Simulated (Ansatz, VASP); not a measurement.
## MgS in VASP and in Ansatz

```
Mg S
1.0
     0.00000    2.60165    2.62767
     2.60165    0.00000    2.62767
     2.60165    2.60165    0.00000
Mg S
1 1
Direct
  0.00000 0.00000 0.00000
  0.50000 0.50000 0.50000
```

Change from the starting cell: zz strain of +1 %, crystal datasets.

Alike in both runs: task electric field gradients; functional LDA; k mesh 8 × 8 × 8; occupations fermi-dirac, width 0.01 eV; no spin polarisation.

|  | VASP | Ansatz |
| --- | --- | --- |
| version | VASP 6.6.1 | Ansatz 0.2.0 |
| potentials or method | VASP PAW LDA potentials, release 64 (Mg, S), cutoff 520 eV | all-electron PAW with datasets made for the crystal, scalar-relativistic |

VASP gave:

- gap on the k mesh at the Fermi level (eV): 2.49
- pressure (GPa): -4.5
- traceless stress, the component that is largest in VASP (GPa): -0.58
- size of Vzz on the site where it differs most (V/Å²): 0.7

Estimate Ansatz's values.

gap on the k mesh at the Fermi level (eV): 2.50; pressure (GPa): -3.9; traceless stress, the component that is largest in VASP (GPa): -0.58; size of Vzz on the site where it differs most (V/Å²): 0.5.

LDA's correlation is that of Perdew and Zunger in VASP and of Perdew and Wang (1992) in Ansatz. Ansatz ran all-electron here, and VASP with PAW potentials.
